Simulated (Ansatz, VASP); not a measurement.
**Two plane-wave programs on CaO**

INCAR

```
ALGO = Normal
EDIFF = 1E-7
EDIFFG = -0.002
ENCUT = 600
GGA = CA
GGA_COMPAT = F
IBRION = 2
ISIF = 3
ISMEAR = 0
LASPH = T
LCHARG = F
LREAL = F
LWAVE = F
NELM = 120
NELMIN = 4
NSW = 100
PREC = Accurate
SIGMA = 0.02
```

File KPOINTS:

```
k-points
0
Gamma
  8 8 8
```

File POSCAR:

```
CaO
1.0
    0.0000000000      2.3557358111      2.3557358111
    2.3557358111      0.0000000000      2.3557358111
    2.3557358111      2.3557358111      0.0000000000
Ca O
1 1
Direct
    0.0000000000      0.0000000000      0.0000000000
    0.5000000000      0.5000000000      0.5000000000
```

Input for Ansatz:

```yaml
crystal:
  lattice:
    - [0.0, 2.3557358111, 2.3557358111]
    - [2.3557358111, 0.0, 2.3557358111]
    - [2.3557358111, 2.3557358111, 0.0]
  atoms:
    - { symbol: Ca, position: [0.0, 0.0, 0.0] }
    - { symbol: O, position: [0.5, 0.5, 0.5] }
basis:
  ecutwfc: 420
kpoints:
  mp_grid: { grid: [8, 8, 8] }
hamiltonian:
  xc: lda
  pseudopotentials: { kind: paw, azcp: { folder: soft_1 } }
scf:
  occupations: { method: gaussian, width: 0.02 }
output:
  forces: true
  stress: true
  eigenvalues: true
relax:
  adjacent_minimum: "off"
  f_tol: 0.002
  max_steps: 80
  cell: { stress_tol: 0.02 }
```

Alike in both runs: task relaxation of cell and atoms; functional LDA; k mesh 8 × 8 × 8; occupations gaussian, width 0.02 eV; no spin polarisation.

|  | VASP | Ansatz |
| --- | --- | --- |
| version | VASP 6.6.1 | Ansatz 0.2.0 |
| potentials or method | VASP PAW LDA potentials, release 64 (Ca_sv, O), cutoff 600 eV | scalar-relativistic, plane waves, PAW |
| valence electrons in the cell | 16 | 16 |

|  | VASP | Ansatz | Ansatz less VASP |
| --- | --- | --- | --- |
| gap on the k mesh at the Fermi level, each at its own relaxed structure (eV) | 3.43 | 3.45 | +0.023 |
| relaxed volume (Å³/atom) | 13.13 | 13.04 | -0.087 |
| relaxed cell length with the largest relative difference (Å) | 3.336 | 3.329 | -0.0074 |

Ansatz warns that its potentials were made for another functional, while VASP's fit it. LDA's correlation is that of Perdew and Zunger in VASP and of Perdew and Wang (1992) in Ansatz.
